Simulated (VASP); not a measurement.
A run of VASP 6.6.1:

Contents of POSCAR:

```
Si7Ge
1.0
    5.1945700089      0.0000000000      0.0000000000
    0.0000000000      5.1945700089      0.0000000000
    0.0000000000      0.0000000000      5.7413668519
Si Ge
7 1
Direct
    0.2524307582      0.2524307582      0.2524307582
    0.0000000000      0.5000000000      0.5000000000
    0.5000000000      0.5000000000      0.0000000000
    0.5000000000      0.0000000000      0.5000000000
    0.7475692418      0.2524307582      0.7475692418
    0.7475692418      0.7475692418      0.2524307582
    0.2524307582      0.7475692418      0.7475692418
    0.0000000000      0.0000000000      0.0000000000
```

The input INCAR.step1:

```
SYSTEM = Si7Ge
PREC = Accurate
ENCUT = 520
ISMEAR = 0
SIGMA = 0.05
LREAL = .FALSE.
LASPH = .TRUE.
NELM = 100
NBANDS = 31
GGA = PE
ALGO = Normal
EDIFF = 1E-4
LWAVE = .TRUE.
LCHARG = .FALSE.
```

Contents of INCAR.step2:

```
SYSTEM = Si7Ge
PREC = Accurate
ENCUT = 520
EDIFF = 1E-6
ISMEAR = 0
SIGMA = 0.05
LREAL = .FALSE.
LASPH = .TRUE.
NELM = 100
ALGO = Normal
ISIF = 2
LWAVE = .FALSE.
LCHARG = .FALSE.
METAGGA = R2SCAN
LMIXTAU = .TRUE.
NBANDS = 31
ISTART = 1
```

KPOINTS

```
regular mesh
0
G
  6 6 6
  0 0 0
```

Potentials or basis: VASP PAW PBE potentials, release 64 (Si, Ge_d).

The run is started by

```console
$ cat potpaw_PBE.64/Si/POTCAR potpaw_PBE.64/Ge_d/POTCAR > POTCAR
$ cp INCAR.step1 INCAR
$ mpirun -np 1 vasp_std > vasp.out
$ cp INCAR.step2 INCAR
$ mpirun -np 1 vasp_std > vasp.out
```

Hardware: 1 thread of AMD EPYC 9R45 96-Core Processor (Zen 5), with other jobs on the host.

**Question.** Estimate the wall time of this run.

**Answer.** Run time: 6.1 min on 1 thread of AMD EPYC 9R45 96-Core Processor (Zen 5) (shared host), peak memory 0.35 GiB. Counts: k points 40.
